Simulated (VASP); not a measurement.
Sr, 2 atoms in the cell. Symmetry: P6_3/mmc, No. 194, hexagonal system. Conventional cell: a = 4.310 Å, b = 4.310 Å, c = 7.050 Å, α = 90.00°, β = 90.00°, γ = 120.00°. Within 5.7 Å of Sr (site symmetry -6m2) lie 12 Sr at 4.31 Å. 

```yaml
Program: VASP 6.6.1
Task: relaxation of cell and atoms
Functional: LDA
Potentials_or_basis: VASP PAW LDA potentials, release 64 (Sr_sv)
Cutoff: 600 eV
k_mesh: 12 × 12 × 6
Occupations: gaussian, width 0.1 eV
Spin: no spin polarisation
Dipole_correction: no
Further_INCAR_settings: ALGO = Fast; EDIFF = 1e-06; IBRION = 2; EDIFFG = -0.005; NSW = 100; ISIF = 3
```

Potentials or basis: VASP PAW LDA potentials, release 64 (Sr_sv).

Run with:

```console
$ cat potpaw_LDA.64/Sr_sv/POTCAR > POTCAR
$ mpirun -np 1 vasp_std > vasp.out
```

Hardware: 1 thread of AMD EPYC 9R45 96-Core Processor (Zen 5), on a shared host.

Task: Estimate the wall time of this run.

Result: Wall time 9.9 min on 1 thread of AMD EPYC 9R45 96-Core Processor (Zen 5) (shared host), peak memory 0.26 GiB. Counts: scf iterations 90, k points 76, ion steps 10.
